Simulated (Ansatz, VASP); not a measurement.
# HfN: VASP beside Ansatz

```
Hf N
1.0
     0.00000    2.25434    2.25434
     2.25434    0.00000    2.25434
     2.25434    2.25434    0.00000
Hf N
1 1
Cartesian
  0.0000 0.0000 0.0000
  2.2543 2.2543 2.2543
```

Alike in both runs: functional revPBE; dispersion D3(BJ); k mesh 10 × 10 × 10; no spin polarisation.

Ansatz relaxed the structure, and its values are those at the end. VASP's run is a single point on that final structure, the one shown.

```csv
,VASP,Ansatz
version,VASP 6.6.1,Ansatz 0.2.0
potentials or method,"VASP PAW PBE potentials, release 64 (Hf_pv, N)","plane waves, PAW"
plane-wave cutoff (eV),520,420
occupations,"methfessel-paxton of order 1, width 0.1 eV",cold
valence electrons in the cell,15,31
```

|  | VASP | Ansatz | Ansatz less VASP |
| --- | --- | --- | --- |
| pressure (GPa) | -2.5 | 0.0 | +2.47 |

VASP's potentials were made for PBE, not for revPBE. VASP's potentials hold 15 valence electrons a cell and Ansatz's 31, so a difference there can come from the potentials and not from the codes.

Spin-orbit coupling is off throughout.
